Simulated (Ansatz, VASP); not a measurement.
# Co: VASP beside Ansatz

```
CELL_PARAMETERS angstrom
0.00000 1.80027 1.80027
1.80027 0.00000 1.80027
1.80027 1.80027 0.00000
ATOMIC_POSITIONS crystal
Co 0.00000 0.00000 0.00000
```

Alike in both runs: task single point; functional RPBE; k mesh 17 × 17 × 17; occupations fermi-dirac, width 0.05 eV; collinear spin.

```csv
,VASP,Ansatz
version,VASP 6.6.1,Ansatz 0.2.0
potentials or method,"VASP PAW PBE potentials, release 64 (Co), cutoff 520 eV","plane waves (420 eV) with PAW, scalar-relativistic"
valence electrons in the cell,9,17
```

```csv
,VASP,Ansatz,Ansatz less VASP
pressure (GPa),-7.2,-6.8,+0.33
net moment per atom (μB),1.69,1.71,+0.015
size of the moment on the site where the two differ most (μB),1.73,1.79,+0.062
```

VASP's potentials were made for PBE, not for RPBE. Site moments also hang on the region over which each program counts them. VASP's potentials hold 9 valence electrons a cell and Ansatz's 17, so a difference there can come from the potentials and not from the codes.
